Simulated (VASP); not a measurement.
# Rh (Fm-3m) in VASP: notebook

Rh is run at these levels: LDA; tasks: single point.

All numbers are computed with VASP 6.6.1; they aren't measurements. Logs are shortened: lines on timing, memory, paths and dates and some standing lists are left out, and cuts for length are marked.

### Step 1. The cell of the first run

It takes space group Fm-3m (No. 225, cubic). Conventional cell: a = 3.803 Å, b = 3.803 Å, c = 3.803 Å, α = 90.00°, β = 90.00°, γ = 90.00°. Rh (site symmetry m-3m) has 12 Rh at 2.69 Å within 3.5 Å.

### Step 2. Single point, LDA

Input file INCAR:

```
  PREC = Accurate
  ENCUT = 520
  EDIFF = 1E-6
  ISMEAR = 0
  SIGMA = 0.15
  LREAL = False
  LASPH = True
  NELM = 80
  ALGO = Normal
  ISIF = 2
  LWAVE = False
  LCHARG = False
  GGA = CA
  NBANDS = 14
```

Input file KPOINTS:

```
Automatic mesh
0
Gamma
  22 22 22
```

Input file POSCAR:

```
Rh
1.0
    0.0000000000      1.9015500000      1.9015500000
    1.9015500000      0.0000000000      1.9015500000
    1.9015500000      1.9015500000      0.0000000000
Rh
1
Direct
    0.0000000000      0.0000000000      0.0000000000
```

Potentials or basis: VASP PAW LDA potentials, release 64 (Rh_pv).

Run with:

```sh
$ cat potpaw_LDA.64/Rh_pv/POTCAR > POTCAR
$ mpirun -np 1 vasp_std > vasp.out
```

OUTCAR:

```text
PREC = Accurate
   ENCUT = 520
   EDIFF = 1E-6
   ISMEAR = 0
   LREAL = False
   LASPH = True
   NELM = 80
   ISIF = 2
   GGA = CA

 ion  position               nearest neighbor table
   1  0.000  0.000  0.000-

  LATTYP: Found a face centered cubic cell.
 ALAT       =     3.8031000000

  Lattice vectors:

 A1 = (   0.0000000000,   1.9015500000,   1.9015500000)
 A2 = (   1.9015500000,   0.0000000000,   1.9015500000)
 A3 = (   1.9015500000,   1.9015500000,   0.0000000000)

Analysis of symmetry for initial positions (statically):
=====================================================================
 Subroutine PRICEL returns:
 Original cell was already a primitive cell.

 Routine SETGRP: Setting up the symmetry group for a
 face centered cubic supercell.

 Subroutine GETGRP returns: Found 48 space group operations
 (whereof 48 operations were pure point group operations)
 out of a pool of 48 trial point group operations.

The static configuration has the point symmetry O_h .

Analysis of symmetry for dynamics (positions and initial velocities):
=====================================================================
 Subroutine PRICEL returns:
 Original cell was already a primitive cell.

 Routine SETGRP: Setting up the symmetry group for a
 face centered cubic supercell.

 Subroutine GETGRP returns: Found 48 space group operations
 (whereof 48 operations were pure point group operations)
 out of a pool of 48 trial point group operations.

The dynamic configuration has the point symmetry O_h .

 Subroutine INISYM returns: Found 48 space group operations
 (whereof 48 operations are pure point group operations),
 and found     1 'primitive' translations

----------------------------------------------------------------------------------------

                                     Primitive cell

  volume of cell :      13.7516

  direct lattice vectors                    reciprocal lattice vectors
     0.000000000  1.901550000  1.901550000    -0.262943388  0.262943388  0.262943388
     1.901550000  0.000000000  1.901550000     0.262943388 -0.262943388  0.262943388
     1.901550000  1.901550000  0.000000000     0.262943388  0.262943388 -0.262943388

  length of vectors
     2.689197800  2.689197800  2.689197800     0.455431308  0.455431308  0.455431308

  position of ions in fractional coordinates (direct lattice)
     0.000000000  0.000000000  0.000000000

  ion indices of the primitive-cell ions
   primitive index   ion index
                 1           1

----------------------------------------------------------------------------------------

 KPOINTS: Automatic mesh

Automatic generation of k-mesh.
 Grid dimensions read from file:
 generate k-points for:   22   22   22

 Generating k-lattice:

  Cartesian coordinates                     Fractional coordinates (reciprocal lattice)
    -0.011951972  0.011951972  0.011951972     0.045454545  0.000000000  0.000000000
     0.011951972 -0.011951972  0.011951972     0.000000000  0.045454545  0.000000000
     0.011951972  0.011951972 -0.011951972     0.000000000  0.000000000  0.045454545

  Length of vectors
     0.020701423  0.020701423  0.020701423

  Shift w.r.t. Gamma in fractional coordinates (k-lattice)
     0.000000000  0.000000000  0.000000000

 Subroutine IBZKPT returns following result:
 ===========================================

 Found    328 irreducible k-points:

 Following reciprocal coordinates:
            Coordinates               Weight
  0.000000  0.000000  0.000000      1.000000
  0.045455  0.000000  0.000000      8.000000
  0.090909  0.000000  0.000000      8.000000
  0.136364  0.000000  0.000000      8.000000
  0.181818  0.000000  0.000000      8.000000
  0.227273  0.000000  0.000000      8.000000
[... 16 lines left out ...]
  0.500000  0.045455  0.000000     24.000000
 -0.454545  0.045455  0.000000     24.000000
 [... further k-points ...]
   k-points           NKPTS =    328   k-points in BZ     NKDIM =    328   number of bands    NBANDS=     14
   number of dos      NEDOS =    301   number of ions     NIONS =      1
   total plane-waves  NPLWV =   8000
   dimension x,y,z NGX =    20 NGY =   20 NGZ =   20
   dimension x,y,z NGXF=    40 NGYF=   40 NGZF=   40
   ions per type =               1
   NGX,Y,Z   is equivalent  to a cutoff of  12.36, 12.36, 12.36 a.u.
   NGXF,Y,Z  is equivalent  to a cutoff of  24.73, 24.73, 24.73 a.u.
 SYSTEM =  unknown system
   PREC   = accura    normal or accurate (medium, high low for compatibility)
   ISTART =      0    job   : 0-new  1-cont  2-samecut
   ICHARG =      2    charge: 1-file 2-atom 10-const
   ISPIN  =      1    spin polarized calculation?
   LNONCOLLINEAR =      F non collinear calculations
   LSORBIT =      F    spin-orbit coupling
   LASPH  =      T    aspherical Exc in radial PAW
   ENCUT  =  520.0 eV  38.22 Ry    6.18 a.u.   5.00  5.00  5.00*2*pi/ulx,y,z
   NELM   =     80;   NELMIN=  2; NELMDL= -5     # of ELM steps
   EDIFF  = 0.1E-05   stopping-criterion for ELM
   LREAL  =      F    real-space projection
   EDIFFG = 0.1E-04   stopping-criterion for IOM
   NSW    =      0    number of steps for IOM
   IBRION =     -1    ionic relax: 0-MD 1-quasi-New 2-CG
   NFREE  =      0    steps in history (QN), initial steepest desc. (CG)
   ISIF   =      2    stress and relaxation
   ISYM   =      2    0-nonsym 1-usesym 2-fastsym
   POTIM  = 0.5000    time-step for ionic-motion
   TEBEG  =    0.0;   TEEND  =   0.0 temperature during run
   PSTRESS=    0.0 pullay stress
   NELECT =      15.0000    total number of electrons
   NUPDOWN=      -1.0000    fix difference up-down
   EMIN   =  10.00;   EMAX   =-10.00  energy-range for DOS
   EFERMI =   0.00;   METHOD = LEGACY
   ISMEAR =     0;   SIGMA  =   0.15  broadening in eV -4-tet -1-fermi 0-gaus
   EFERMI_NEDOS =   21; number of points for ismear=-14 and -15
   IALGO  =     38    algorithm
   IMIX   =      4    mixing-type and parameters
     AMIX     =   0.40;   BMIX     =  1.00
     AMIX_MAG =   1.60;   BMIX_MAG =  1.00
  volume/ion in A,a.u.               =      13.75        92.80
  Fermi-wavevector in a.u.,A,eV,Ry     =   1.685211  3.184586 38.639656  2.839935
  Thomas-Fermi vector in A             =   2.768095
   LORBIT       =      0    0 simple, 1 ext, 2 COOP (PROOUT), +10 PAW based schemes
   GGA     = CA    functional components
   LHFCALC =     F    Hartree Fock is set to
   AEXX    =    0.0000 exact exchange contribution
   IVDW    =     0    specifies the selected vdW correction
   LEPSILON=     F    determine dielectric tensor
   LRPA    =     F    only Hartree local field effects (RPA)
 non-spin polarized calculation
 Gauss-broadening in eV      SIGMA  =   0.15
  energy-cutoff  :      520.00
  volume of cell :       13.75
 maximum number of plane-waves:       388
   NGX =  9   NGY =  9   NGZ =  9

 number of electron      15.0000007 magnetization

 Free energy of the ion-electron system (eV)
  ---------------------------------------------------
  ext. energy  EPLUGINS =         0.00000000
  ---------------------------------------------------
  free energy    TOTEN  =        -8.67488560 eV

  energy without entropy =       -8.65991957  energy(sigma->0) =       -8.66740259

 E-fermi :  11.7013     XC(G=0): -14.3507

 val. band max:       11.6999126112   @ k =   0.3182   0.2727   0.0455
 cond. band min:      11.7022189218   @ k =   0.3636   0.0000   0.0000
 fundamental gap:      0.0023063106
 Fermi energy:        11.7013420972

 k-point     1 :       0.0000    0.0000    0.0000
  band No.  band energies     occupation
      1     -34.4614      2.00000
      2     -34.4614      2.00000
      3     -34.4614      2.00000
      4       3.6768      2.00000
      5       8.5950      2.00000
      6       8.5950      2.00000
      7       8.5950      2.00000
      8      10.7201      2.00000
      9      10.7201      2.00000
     10      27.6557      0.00000
     11      32.0500      0.00000
     12      33.0587      0.00000
     13      33.0587      0.00000
     14      33.0587      0.00000

 k-point     2 :       0.0455    0.0000    0.0000
  band No.  band energies     occupation
      1     -34.4770      2.00000
      2     -34.4635      2.00000
      3     -34.4635      2.00000
      4       3.7607      2.00000
      5       8.5572      2.00000
      6       8.6283      2.00000
      7       8.6283      2.00000
      8      10.7010      2.00000
      9      10.7010      2.00000
     10      27.7791      0.00000
     11      32.0492      0.00000
     12      32.5819      0.00000
     13      33.1818      0.00000
     14      33.1818      0.00000

 k-point     3 :       0.0909    0.0000    0.0000
  band No.  band energies     occupation
      1     -34.5226      2.00000
      2     -34.4696      2.00000
      3     -34.4696      2.00000
      4       4.0054      2.00000
      5       8.4562      2.00000
      6       8.7199      2.00000
      7       8.7199      2.00000
      8      10.6540      2.00000
      9      10.6540      2.00000
     10      28.1234      0.00000
     11      31.4930      0.00000
     12      32.0523      0.00000
     13      33.5430      0.00000
     14      33.5430      0.00000
[... 324 lines left out ...]
 k-point    23 :       0.5000    0.0455    0.0000
  band No.  band energies     occupation
      1     -35.2002      2.00000
      2     -34.5740      2.00000
      3     -34.5680      2.00000
      4       5.5991      2.00000
      5       8.4731      2.00000
      6       8.5888      2.00000
      7      11.4552      1.97970
      8      12.2884      0.00000
      9      13.2216      0.00000
     10      20.3155      0.00000
     11      27.2890      0.00000
     12      32.0497      0.00000
     13      32.6594      0.00000
     14      32.7103      0.00000

 k-point    24 :      -0.4545    0.0455    0.0000
  band No.  band energies     occupation
      1     -35.1953      2.00000
      2     -34.5761      2.00000
      3     -34.5645      2.00000
      4       5.6065      2.00000
      5       8.4888      2.00000
      6       8.5882      2.00000
      7      11.4348      1.98804
      8      12.1908      0.00000
      9      13.1759      0.00000
     10      20.4586      0.00000
     11      27.3194      0.00000
     12      32.0495      0.00000
     13      32.5228      0.00000
     14      32.9774      0.00000

 [... further k-points ...]

------------------------ aborting loop because EDIFF is reached ----------------------------------------

  FORCE on cell =-STRESS in cart. coord.  units (eV):
  Direction    XX          YY          ZZ          XY          YZ          ZX
  --------------------------------------------------------------------------------------
  -------------------------------------------------------------------------------------
  Total       -0.8915948     -0.8915948     -0.8915948      0.0000000     -0.0000000      0.0000000
  in kB     -103.8783084   -103.8783084   -103.8783084      0.0000000     -0.0000000      0.0000000
  external PRESSURE =    -103.8783084 kB  Pullay stress =       0.0000000 kB

 VOLUME and BASIS-vectors are now :
 -----------------------------------------------------------------------------
  energy-cutoff  :      520.00
  volume of cell :       13.75
      direct lattice vectors                 reciprocal lattice vectors
     0.000000000  1.901550000  1.901550000    -0.262943388  0.262943388  0.262943388
     1.901550000  0.000000000  1.901550000     0.262943388 -0.262943388  0.262943388
     1.901550000  1.901550000  0.000000000     0.262943388  0.262943388 -0.262943388

 POSITION                                       TOTAL-FORCE (eV/Angst)
 -----------------------------------------------------------------------------------
      0.00000      0.00000      0.00000        -0.000000      0.000000      0.000000
 -----------------------------------------------------------------------------------
    total drift:                                0.000000      0.000000      0.000000

  FREE ENERGIE OF THE ION-ELECTRON SYSTEM (eV)
  ---------------------------------------------------
  free  energy   TOTEN  =        -8.6748856042 eV

  energy  without entropy=       -8.6599195735  energy(sigma->0) =       -8.66740259
```

It took 17 s on 1 thread of Intel Xeon 6975P-C (Granite Rapids), shared host; peak memory 0.16 GiB.

Results:

- Free energy: -8.6749 eV
- Pressure: -10.4 GPa

### Step 3. Single point, LDA

Input file INCAR:

```
PREC = Accurate
ENCUT = 520
EDIFF = 1E-6
ISMEAR = 0
SIGMA = 0.15
LREAL = False
LASPH = True
NELM = 80
ALGO = Normal
ISIF = 2
LWAVE = False
LCHARG = True
GGA = CA
LELF = True
LVHAR = True
NBANDS = 14
```

Input file KPOINTS:

```
Automatic mesh
0
Gamma
  24 24 24
```

POSCAR is that of step 2.

Potentials or basis: VASP PAW LDA potentials, release 64 (Rh_pv).

Run with:

```sh
$ cat potpaw_LDA.64/Rh_pv/POTCAR > POTCAR
$ mpirun -np 1 vasp_std > vasp.out
```

It took 22 s on 1 thread of Intel Xeon 6975P-C (Granite Rapids), shared host; peak memory 0.18 GiB.

Results (log left out):

- Free energy: -8.6748 eV
- Pressure: -10.4 GPa

Levels at points of the mesh, in eV from the Fermi level:
```
           k point  band 5  band 6  band 7  band 8  band 9  band 10
(0.00, 0.00, 0.00)   -3.11   -3.11   -3.11   -0.98   -0.98    15.96
(0.50, 0.00, 0.00)   -3.17   -3.17    0.58    0.58    0.70     8.59
(0.50, 0.50, 0.00)   -5.98    0.57    0.99    0.99    3.21    12.24
```
